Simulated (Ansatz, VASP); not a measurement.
# WSe2 in VASP and in Ansatz

```
W Se
1.0
     3.27025    0.00000    0.00000
    -1.63513    2.83212    0.00000
     0.00000    0.00000   16.66122
W Se
1 2
Direct
  0.00000 0.00000 0.00375
  0.33333 0.66667 0.10040
  0.33333 0.66667 0.89960
```

Change from the starting cell: all W atoms moved +0.062 Å, as atom 1 along Cartesian [0 0 1].

Alike in both runs: task single point; functional PBEsol; k mesh 12 × 12 × 2; occupations gaussian, width 0.05 eV; no spin polarisation.

```csv
,VASP,Ansatz
version,VASP 6.6.1,Ansatz 0.2.0
potentials or method,"VASP PAW PBE potentials, release 64 (W_sv, Se), cutoff 520 eV","scalar-relativistic, plane waves, PAW"
valence electrons in the cell,26,46
```

```csv
,VASP,Ansatz,Ansatz less VASP
gap on the k mesh at the Fermi level (eV),1.66,1.66,-0.001
least direct gap on the mesh (eV),1.69,1.70,+0.003
rms of the force components (eV/Å),0.766,0.758,-0.0079
```

VASP's potentials were made for PBE, not for PBEsol. Atom by atom the forces differ by 0.030 eV/Å (rms over components). VASP's potentials hold 26 valence electrons a cell and Ansatz's 46, so a difference there can come from the potentials and not from the codes.

Spin-orbit coupling is off throughout.
